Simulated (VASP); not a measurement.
# YB26As27 (a cell with a defect) in VASP: single point with PBE

Aim: the single point of YB26As27 (a cell with a defect) with PBE.

Program: VASP 6.6.1. These are calculated values, not measurements. Logs are shortened: lines on timing, memory, paths and dates and some standing lists are left out, and cuts for length are marked.

### Step 1. The cell of the first run

The cell holds a defect, 54 atoms: a = 10.134 Å, b = 10.134 Å, c = 10.134 Å, α = 60.00°, β = 60.00°, γ = 60.00°.

### Step 2. Single point, PBE

Input file INCAR:

```
PREC = Accurate
ENCUT = 520
EDIFF = 1E-6
ISMEAR = -1
SIGMA = 0.01
LREAL = Auto
LASPH = T
NELM = 60
ALGO = Normal
ISIF = 2
LWAVE = F
LCHARG = F
GGA = PE
NBANDS = 145
```

Input file KPOINTS:

```
Automatic mesh
0
Gamma
  2 2 2
```

Input file POSCAR:

```
YB26As27
1.0
    0.0000000000      7.1655000000      7.1655000000
    7.1655000000      0.0000000000      7.1655000000
    7.1655000000      7.1655000000      0.0000000000
Y B As
1 26 27
Direct
    0.0000000000      0.0000000000      0.0000000000
   -0.0010718953     -0.0010718953      0.3394474495
   -0.0010718953     -0.0010718953      0.6626963411
   -0.0010718953      0.3394474495     -0.0010718953
   -0.0006209238      0.3335403079      0.3335403079
   -0.0010718953      0.3394474495      0.6626963411
   -0.0010718953      0.6626963411     -0.0010718953
   -0.0010718953      0.6626963411      0.3394474495
    0.0002505502      0.6665831499      0.6665831499
    0.3394474495     -0.0010718953     -0.0010718953
    0.3335403079     -0.0006209238      0.3335403079
    0.3394474495     -0.0010718953      0.6626963411
    0.3335403079      0.3335403079     -0.0006209238
    0.3335403079      0.3335403079      0.3335403079
    0.3335103064      0.3335103064      0.6664896936
    0.3394474495      0.6626963411     -0.0010718953
    0.3335103064      0.6664896936      0.3335103064
    0.3335103064      0.6664896936      0.6664896936
    0.6626963411     -0.0010718953     -0.0010718953
    0.6626963411     -0.0010718953      0.3394474495
    0.6665831499      0.0002505502      0.6665831499
    0.6626963411      0.3394474495     -0.0010718953
    0.6664896936      0.3335103064      0.3335103064
    0.6664896936      0.3335103064      0.6664896936
    0.6665831499      0.6665831499      0.0002505502
    0.6664896936      0.6664896936      0.3335103064
    0.6665831499      0.6665831499      0.6665831499
    0.1014487576      0.1014487576      0.1014487576
    0.0815938538      0.0815938538      0.4184061462
    0.1014487576      0.1014487576      0.6956537271
    0.0815938538      0.4184061462      0.0815938538
    0.0815938538      0.4184061462      0.4184061462
    0.0838645250      0.4164984837      0.7498184956
    0.1014487576      0.6956537271      0.1014487576
    0.0838645250      0.7498184956      0.4164984837
    0.0838645250      0.7498184956      0.7498184956
    0.4184061462      0.0815938538      0.0815938538
    0.4184061462      0.0815938538      0.4184061462
    0.4164984837      0.0838645250      0.7498184956
    0.4184061462      0.4184061462      0.0815938538
    0.4166669570      0.4166669570      0.4166669570
    0.4166669570      0.4166669570      0.7499991290
    0.4164984837      0.7498184956      0.0838645250
    0.4166669570      0.7499991290      0.4166669570
    0.4164984837      0.7498184956      0.7498184956
    0.6956537271      0.1014487576      0.1014487576
    0.7498184956      0.0838645250      0.4164984837
    0.7498184956      0.0838645250      0.7498184956
    0.7498184956      0.4164984837      0.0838645250
    0.7499991290      0.4166669570      0.4166669570
    0.7498184956      0.4164984837      0.7498184956
    0.7498184956      0.7498184956      0.0838645250
    0.7498184956      0.7498184956      0.4164984837
    0.7500000000      0.7500000000      0.7500000000
```

Potentials or basis: VASP PAW PBE potentials, release 64 (Y_sv, B, As).

Launch:

```
cat potpaw_PBE.64/Y_sv/POTCAR potpaw_PBE.64/B/POTCAR potpaw_PBE.64/As/POTCAR > POTCAR
mpirun -np 1 vasp_std > vasp.out
```

OUTCAR:

```text
PREC = Accurate
   ENCUT = 520
   EDIFF = 1E-6
   ISMEAR = -1
   LREAL = Auto
   LASPH = T
   NELM = 60
   ISIF = 2
   GGA = PE

 ion  position               nearest neighbor table
   1  0.000  0.000  0.000-  28 2.52  30 2.52  34 2.52  46 2.52
   2  0.999  0.999  0.339-  28 2.01  29 2.02  35 2.06  47 2.06
   3  0.999  0.999  0.663-  30 2.01  29 2.02  36 2.06  48 2.06
   4  0.999  0.339  0.999-  28 2.01  31 2.02  33 2.06  49 2.06
   5  0.999  0.334  0.334-  50 2.06  31 2.08  29 2.08  32 2.08
   6  0.999  0.339  0.663-  30 2.01  32 2.02  33 2.06  51 2.06
[... 46 lines left out ...]
  53  0.750  0.750  0.416-   8 2.06  20 2.06  26 2.07  27 2.07
  54  0.750  0.750  0.750-   9 2.07  21 2.07  25 2.07  27 2.07

  LATTYP: Found a face centered cubic cell.
 ALAT       =    14.3310000000

  Lattice vectors:

 A1 = (   0.0000000000,   7.1655000000,   7.1655000000)
 A2 = (   7.1655000000,   0.0000000000,   7.1655000000)
 A3 = (   7.1655000000,   7.1655000000,   0.0000000000)

Analysis of symmetry for initial positions (statically):
=====================================================================
 Subroutine PRICEL returns:
 Original cell was already a primitive cell.

 Routine SETGRP: Setting up the symmetry group for a
 face centered cubic supercell.

 Subroutine GETGRP returns: Found 24 space group operations
 (whereof 24 operations were pure point group operations)
 out of a pool of 48 trial point group operations.

The static configuration has the point symmetry T_d .

Analysis of symmetry for dynamics (positions and initial velocities):
=====================================================================
 Subroutine PRICEL returns:
 Original cell was already a primitive cell.

 Routine SETGRP: Setting up the symmetry group for a
 face centered cubic supercell.

 Subroutine GETGRP returns: Found 24 space group operations
 (whereof 24 operations were pure point group operations)
 out of a pool of 48 trial point group operations.

The dynamic configuration has the point symmetry T_d .

 Subroutine INISYM returns: Found 24 space group operations
 (whereof 24 operations are pure point group operations),
 and found     1 'primitive' translations

----------------------------------------------------------------------------------------

                                     Primitive cell

  volume of cell :     735.8165

  direct lattice vectors                    reciprocal lattice vectors
     0.000000000  7.165500000  7.165500000    -0.069778801  0.069778801  0.069778801
     7.165500000  0.000000000  7.165500000     0.069778801 -0.069778801  0.069778801
     7.165500000  7.165500000  0.000000000     0.069778801  0.069778801 -0.069778801

  length of vectors
    10.133547281 10.133547281 10.133547281     0.120860429  0.120860429  0.120860429

  position of ions in fractional coordinates (direct lattice)
     0.000000000  0.000000000  0.000000000
     0.998928105  0.998928105  0.339447449
     0.998928105  0.998928105  0.662696341
     0.998928105  0.339447449  0.998928105
     0.999379076  0.333540308  0.333540308
     0.998928105  0.339447449  0.662696341
[... 46 lines left out ...]
     0.749818496  0.749818496  0.416498484
     0.750000000  0.750000000  0.750000000

  ion indices of the primitive-cell ions
   primitive index   ion index
                 1           1
                 2           2
                 3           3
                 4           4
                 5           5
                 6           6
[... 46 lines left out ...]
                53          53
                54          54

----------------------------------------------------------------------------------------

 KPOINTS: Automatic mesh

Automatic generation of k-mesh.
 Grid dimensions read from file:
 generate k-points for:    2    2    2

 Generating k-lattice:

  Cartesian coordinates                     Fractional coordinates (reciprocal lattice)
    -0.034889401  0.034889401  0.034889401     0.500000000  0.000000000  0.000000000
     0.034889401 -0.034889401  0.034889401     0.000000000  0.500000000  0.000000000
     0.034889401  0.034889401 -0.034889401     0.000000000  0.000000000  0.500000000

  Length of vectors
     0.060430214  0.060430214  0.060430214

  Shift w.r.t. Gamma in fractional coordinates (k-lattice)
     0.000000000  0.000000000  0.000000000

 Subroutine IBZKPT returns following result:
 ===========================================

 Found      3 irreducible k-points:

 Following reciprocal coordinates:
            Coordinates               Weight
  0.000000  0.000000  0.000000      1.000000
  0.500000  0.000000  0.000000      4.000000
  0.500000  0.500000  0.000000      3.000000
   k-points           NKPTS =      3   k-points in BZ     NKDIM =      3   number of bands    NBANDS=    145
   number of dos      NEDOS =    301   number of ions     NIONS =     54
   total plane-waves  NPLWV = 512000
   dimension x,y,z NGX =    80 NGY =   80 NGZ =   80
   dimension x,y,z NGXF=   160 NGYF=  160 NGZF=  160
   ions per type =               1  26  27
   NGX,Y,Z   is equivalent  to a cutoff of  13.12, 13.12, 13.12 a.u.
   NGXF,Y,Z  is equivalent  to a cutoff of  26.25, 26.25, 26.25 a.u.
 SYSTEM =  unknown system
   PREC   = accura    normal or accurate (medium, high low for compatibility)
   ISTART =      0    job   : 0-new  1-cont  2-samecut
   ICHARG =      2    charge: 1-file 2-atom 10-const
   ISPIN  =      1    spin polarized calculation?
   LNONCOLLINEAR =      F non collinear calculations
   LSORBIT =      F    spin-orbit coupling
   LASPH  =      T    aspherical Exc in radial PAW
   ENCUT  =  520.0 eV  38.22 Ry    6.18 a.u.  18.84 18.84 18.84*2*pi/ulx,y,z
   NELM   =     60;   NELMIN=  2; NELMDL= -5     # of ELM steps
   EDIFF  = 0.1E-05   stopping-criterion for ELM
   LREAL  =      T    real-space projection
   EDIFFG = 0.1E-04   stopping-criterion for IOM
   NSW    =      0    number of steps for IOM
   IBRION =     -1    ionic relax: 0-MD 1-quasi-New 2-CG
   NFREE  =      0    steps in history (QN), initial steepest desc. (CG)
   ISIF   =      2    stress and relaxation
   ISYM   =      2    0-nonsym 1-usesym 2-fastsym
   POTIM  = 0.5000    time-step for ionic-motion
   TEBEG  =    0.0;   TEEND  =   0.0 temperature during run
   PSTRESS=    0.0 pullay stress
   NELECT =     224.0000    total number of electrons
   NUPDOWN=      -1.0000    fix difference up-down
   EMIN   =  10.00;   EMAX   =-10.00  energy-range for DOS
   EFERMI =   0.00;   METHOD = LEGACY
   ISMEAR =    -1;   SIGMA  =   0.01  broadening in eV -4-tet -1-fermi 0-gaus
   EFERMI_NEDOS =   21; number of points for ismear=-14 and -15
   IALGO  =     38    algorithm
   IMIX   =      4    mixing-type and parameters
     AMIX     =   0.40;   BMIX     =  1.00
     AMIX_MAG =   1.60;   BMIX_MAG =  1.00
  volume/ion in A,a.u.               =      13.63        91.95
  Fermi-wavevector in a.u.,A,eV,Ry     =   1.101288  2.081133 16.501633  1.212836
  Thomas-Fermi vector in A             =   2.237713
   LORBIT       =      0    0 simple, 1 ext, 2 COOP (PROOUT), +10 PAW based schemes
   GGA     = PE    functional components
   LHFCALC =     F    Hartree Fock is set to
   AEXX    =    0.0000 exact exchange contribution
   IVDW    =     0    specifies the selected vdW correction
   LEPSILON=     F    determine dielectric tensor
   LRPA    =     F    only Hartree local field effects (RPA)
 non-spin polarized calculation
  energy-cutoff  :      520.00
  volume of cell :      735.82
 maximum number of plane-waves:     19902
 NGX is ok and might be reduce to    80
   NGX = 37   NGY = 37   NGZ = 37

 number of electron     223.9999998 magnetization

 Free energy of the ion-electron system (eV)
  ---------------------------------------------------
  ext. energy  EPLUGINS =         0.00000000
  ---------------------------------------------------
  free energy    TOTEN  =      -301.90583708 eV

  energy without entropy =     -301.90583708  energy(sigma->0) =     -301.90583708

 E-fermi :   6.7982     XC(G=0): -10.6654

 val. band max:        6.4843128861   @ k =   0.5000   0.5000   0.0000
 cond. band min:       7.3717807900   @ k =   0.0000   0.0000   0.0000
 fundamental gap:      0.8874679039
 Fermi energy:         6.7982467231

 k-point     1 :       0.0000    0.0000    0.0000
  band No.  band energies     occupation
      1     -35.1734      2.00000
      2     -15.5018      2.00000
      3     -15.5018      2.00000
      4     -15.5018      2.00000
      5      -9.2223      2.00000
      6      -7.6438      2.00000
[... 116 lines left out ...]
    123       8.3677      0.00000
    124       8.5724      0.00000

 k-point     2 :       0.5000    0.0000    0.0000
  band No.  band energies     occupation
      1     -35.1734      2.00000
      2     -15.5018      2.00000
      3     -15.5018      2.00000
      4     -15.5018      2.00000
      5      -8.8180      2.00000
      6      -8.7223      2.00000
[... 116 lines left out ...]
    123       8.9240      0.00000
    124       8.9240      0.00000

 k-point     3 :       0.5000    0.5000    0.0000
  band No.  band energies     occupation
      1     -35.1734      2.00000
      2     -15.5018      2.00000
      3     -15.5018      2.00000
      4     -15.5018      2.00000
      5      -8.6848      2.00000
      6      -8.5560      2.00000
[... 116 lines left out ...]
    123       9.2098      0.00000
    124       9.2234      0.00000
 [bands above 124 left out]

------------------------ aborting loop because EDIFF is reached ----------------------------------------

  FORCE on cell =-STRESS in cart. coord.  units (eV):
  Direction    XX          YY          ZZ          XY          YZ          ZX
  --------------------------------------------------------------------------------------
  -------------------------------------------------------------------------------------
  Total       42.4077061     42.4077061     42.4077061     -0.0000000     -0.0000000      0.0000000
  in kB       92.3391489     92.3391489     92.3391489     -0.0000000     -0.0000000      0.0000000
  external PRESSURE =      92.3391489 kB  Pullay stress =       0.0000000 kB

 VOLUME and BASIS-vectors are now :
 -----------------------------------------------------------------------------
  energy-cutoff  :      520.00
  volume of cell :      735.82
      direct lattice vectors                 reciprocal lattice vectors
     0.000000000  7.165500000  7.165500000    -0.069778801  0.069778801  0.069778801
     7.165500000  0.000000000  7.165500000     0.069778801 -0.069778801  0.069778801
     7.165500000  7.165500000  0.000000000     0.069778801  0.069778801 -0.069778801

 POSITION                                       TOTAL-FORCE (eV/Angst)
 -----------------------------------------------------------------------------------
      0.00000      0.00000      0.00000        -0.000000     -0.000000     -0.000000
      9.59013      9.59013     14.31564         0.000621      0.000621     -0.030489
     11.90637     11.90637     14.31564        -0.000621     -0.000621     -0.030489
      9.59013     14.31564      9.59013         0.000621     -0.030489      0.000621
      4.77997      9.55103      9.55103        -0.001307      0.001307      0.001307
      7.18086     11.90637      9.59013         0.030489     -0.000621      0.000621
[... 46 lines left out ...]
      8.35724      8.35724     10.74565        -0.002048     -0.002048     -0.001652
     10.74825     10.74825     10.74825        -0.000000     -0.000000     -0.000000
 -----------------------------------------------------------------------------------
    total drift:                                0.000003      0.000003      0.000003

  FREE ENERGIE OF THE ION-ELECTRON SYSTEM (eV)
  ---------------------------------------------------
  free  energy   TOTEN  =      -301.9058370818 eV

  energy  without entropy=     -301.9058370818  energy(sigma->0) =     -301.90583708
```

Wall time 9.2 min (1 thread of Intel Xeon 6975P-C (Granite Rapids), shared host); peak memory 1.1 GiB.

Results:

* Free energy: -301.9058 eV
* Pressure: 9.2 GPa
* Largest force: 0.034 eV/Å
* Band gap on the k mesh: 0.89 eV

Forces on the atoms (eV/Å):
```
Y    0.000  0.000  0.000
B    0.001  0.001 -0.030
B   -0.001 -0.001 -0.030
B    0.001 -0.030  0.001
B   -0.001  0.001  0.001
B    0.030 -0.001  0.001
B   -0.001 -0.030 -0.001
B    0.030  0.001 -0.001
B    0.000  0.000  0.000
B   -0.030  0.001  0.001
B    0.001 -0.001  0.001
B   -0.001  0.030  0.001
B    0.001  0.001 -0.001
B   -0.001 -0.001 -0.001
B    0.000  0.000 -0.001
B   -0.001  0.001  0.030
B    0.000 -0.001  0.000
B    0.001  0.000  0.000
B   -0.030 -0.001 -0.001
B    0.001  0.030 -0.001
B    0.000  0.000  0.000
B    0.001 -0.001  0.030
B   -0.001  0.000  0.000
B    0.000  0.001  0.000
B    0.000  0.000  0.000
B    0.000  0.000  0.001
B    0.000  0.000  0.000
As  -0.020 -0.020 -0.020
As   0.000  0.000  0.014
As   0.020  0.020 -0.020
As   0.000  0.014  0.000
As  -0.014  0.000  0.000
As  -0.002  0.002  0.002
As   0.020 -0.020  0.020
As  -0.002  0.002  0.002
As  -0.002  0.002  0.002
As   0.014  0.000  0.000
As   0.000 -0.014  0.000
As   0.002 -0.002  0.002
As   0.000  0.000 -0.014
As   0.001  0.001  0.001
As  -0.001 -0.001  0.001
As   0.002  0.002 -0.002
As  -0.001  0.001 -0.001
As  -0.002 -0.002 -0.002
As  -0.020  0.020  0.020
As   0.002 -0.002  0.002
As   0.002 -0.002  0.002
As   0.002  0.002 -0.002
As   0.001 -0.001 -0.001
As  -0.002 -0.002 -0.002
As   0.002  0.002 -0.002
As  -0.002 -0.002 -0.002
As   0.000  0.000  0.000
```
